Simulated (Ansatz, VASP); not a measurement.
**Two plane-wave programs on Cu**

```
CELL_PARAMETERS angstrom
0.00000 1.78813 1.78813
1.78813 0.00000 1.78813
1.78813 1.78813 0.00000
ATOMIC_POSITIONS crystal
Cu 0.00000 0.00000 0.00000
```

Alike in both runs: task single point; functional r2SCAN; k mesh 15 × 15 × 15; occupations gaussian, width 0.03 eV; no spin polarisation.

```csv
,VASP,Ansatz
version,VASP 6.6.1,Ansatz 0.2.0
potentials or method,"VASP PAW PBE potentials, release 64 (Cu), cutoff 520 eV","plane waves (500 eV) with PAW, scalar-relativistic"
valence electrons in the cell,11,19
```

Ansatz gave:

| Quantity | Value |
| --- | --- |
| pressure (GPa) | -0.2 |

Q: Which values does VASP return?

A: Pressure (GPa): 0.4.

VASP's potentials were made for PBE, not for r2SCAN. VASP's potentials hold 11 valence electrons a cell and Ansatz's 19, so a difference there can come from the potentials and not from the codes.
